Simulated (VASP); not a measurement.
Tl, 1 atom in the cell. The structure is cubic, space group Im-3m (No. 229). The conventional cell has a = 2.932 Å, b = 2.932 Å, c = 2.932 Å, α = 90.00°, β = 90.00°, γ = 90.00°. Tl (site symmetry m-3m) has 14 Tl at 2.54 to 2.93 Å within 3.4 Å.  This cell differs from its parent crystal: volume scaled by 0.4.

```yaml
Program: VASP 6.6.1
Task: density of states
Functional: PBE
Potentials_or_basis: VASP PAW PBE potentials, release 64 (Tl_d)
Cutoff: 520 eV
k_mesh: 15 × 15 × 15
Occupations: fermi-dirac, width 0.08 eV
Spin: no spin polarisation
Dipole_correction: no
k_mesh_for_the_DOS: 23 × 23 × 23
Occupations_for_the_DOS: tetrahedron
Further_INCAR_settings: ALGO = Normal; EDIFF = 1e-07
```

Potentials or basis: VASP PAW PBE potentials, release 64 (Tl_d).

The run is started by

```sh
$ cat potpaw_PBE.64/Tl_d/POTCAR > POTCAR
$ cp INCAR.step1 INCAR
$ cp KPOINTS.step1 KPOINTS
$ mpirun -np 1 vasp_std > vasp.out
$ cp INCAR.step2 INCAR
$ cp KPOINTS.step2 KPOINTS
$ mpirun -np 1 vasp_std > vasp.out
```

Hardware: 1 thread of Intel(R) Xeon(R) Platinum 8488C (Sapphire Rapids) (shared host).

Task: Estimate the wall time of this run.

Result: Run time: 32 s on 1 thread of Intel(R) Xeon(R) Platinum 8488C (Sapphire Rapids), on a shared host, peak memory 0.18 GiB. Counts: k points 364.
